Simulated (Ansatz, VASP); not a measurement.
Two plane-wave programs on CdTe

INCAR

```
SYSTEM = CdTe
ALGO = Normal
EDIFF = 1E-7
ENCUT = 520
GGA = PS
ISIF = 2
ISMEAR = 0
LASPH = .TRUE.
LCHARG = .FALSE.
LREAL = .FALSE.
LWAVE = .FALSE.
NBANDS = 16
NELM = 100
PREC = Accurate
SIGMA = 0.02
```

File KPOINTS:

```
k-points
0
G
  8 8 8
  0 0 0
```

File POSCAR:

```
CdTe
1.0
    0.0000000000      3.2446714362      3.2446714362
    3.2446714362      0.0000000000      3.2446714362
    3.2446714362      3.2446714362      0.0000000000
Cd Te
1 1
Direct
    0.0000000000      0.0000000000      0.0000000000
    0.2500000000      0.2500000000      0.2500000000
```

Input for Ansatz:

```yaml
crystal:
  lattice:
    - [0.0, 3.2446714362, 3.2446714362]
    - [3.2446714362, 0.0, 3.2446714362]
    - [3.2446714362, 3.2446714362, 0.0]
  atoms:
    - { symbol: Cd, position: [0.0, 0.0, 0.0] }
    - { symbol: Te, position: [0.25, 0.25, 0.25] }
basis:
  ecutwfc: 420
kpoints:
  mp_grid: { grid: [8, 8, 8] }
  band_path: { path: [VBM, CBM], npoints: 2 }
hamiltonian:
  xc: pbesol
scf:
  occupations: { method: gaussian, width: 0.02 }
output:
  forces: true
  stress: true
  eigenvalues: true
```

Alike in both runs: task single point; functional PBEsol; k mesh 8 × 8 × 8; occupations gaussian, width 0.02 eV; no spin polarisation.

|  | VASP | Ansatz |
| --- | --- | --- |
| version | VASP 6.6.1 | Ansatz 0.2.0 |
| potentials or method | VASP PAW PBE potentials, release 64 (Cd, Te), cutoff 520 eV | scalar-relativistic, plane waves, PAW |
| valence electrons in the cell | 18 | 36 |

|  | VASP | Ansatz | Ansatz less VASP |
| --- | --- | --- | --- |
| gap on the k mesh at the Fermi level (eV) | 0.65 | 0.65 | -0.002 |
| least direct gap on the mesh (eV) | 0.65 | 0.65 | -0.002 |
| pressure (GPa) | 0.2 | 0.0 | -0.16 |

VASP's potentials were made for PBE, not for PBEsol. With one functional, cell and mesh, what is left measures potentials, basis and numerics. VASP's potentials hold 18 valence electrons a cell and Ansatz's 36, so a difference there can come from the potentials and not from the codes.

Neither program's run includes spin-orbit coupling.
